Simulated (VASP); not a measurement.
Write the native input for VASP 6.6.1 that does the following.

| Item | Value |
| --- | --- |
| Task | relaxation of cell and atoms |
| Functional | LDA |
| Potentials or basis | VASP PAW LDA potentials, release 64 (Ti_sv) |
| Cutoff | 600 eV |
| k mesh | 18 × 18 × 18 |
| Occupations | gaussian, width 0.1 eV |
| Spin | no spin polarisation |
| Dipole correction | no |
| Further INCAR settings | ALGO = Normal; EDIFF = 1e-06; IBRION = 2; EDIFFG = -0.005; NSW = 100; ISIF = 3 |

The structure of Ti lies in POSCAR:

```
Ti
1.0
   -1.5840978701      1.5840978701      1.5840978701
    1.5840978701     -1.5840978701      1.5840978701
    1.5840978701      1.5840978701     -1.5840978701
Ti
1
Direct
    0.0000000000      0.0000000000      0.0000000000
```

The input as run:

INCAR

```
SYSTEM = Ti
ALGO = Normal
EDIFF = 1E-6
EDIFFG = -0.005
ENCUT = 600
GGA = CA
IBRION = 2
ISIF = 3
ISMEAR = 0
LASPH = .True.
LCHARG = .False.
LREAL = .False.
LWAVE = .False.
NELM = 100
NSW = 100
PREC = Accurate
SIGMA = 0.1
```

KPOINTS

```
k-points
0
Gamma
  18 18 18
  0 0 0
```

Potentials or basis: VASP PAW LDA potentials, release 64 (Ti_sv).

Launch:

```sh
$ cat potpaw_LDA.64/Ti_sv/POTCAR > POTCAR
$ mpirun -np 1 vasp_std > vasp.out
```

Results of the run:

```yaml
Relaxed_volume: 15.84 Å³/atom
Relaxed_cell: a = 2.740 Å, b = 2.740 Å, c = 2.740 Å, α = 109.47°, β = 109.47°, γ = 109.47°
Space_group_after_relaxing_to_0.05_Å: Im-3m (No. 229)
Energy_gained_by_relaxing: 0.1 meV/atom
Ionic_steps: 4
Pressure_after_relaxing: 0.0 GPa
Band_gap_on_the_k_mesh: zero (band 6 reaches 9.86 eV, above the bottom of band 7 at 8.22 eV)
```

It took 53 s on 1 thread of Intel(R) Xeon(R) Platinum 8259CL CPU @ 2.50GHz (Skylake/Cascade Lake) (shared host), peak memory 0.16 GiB.
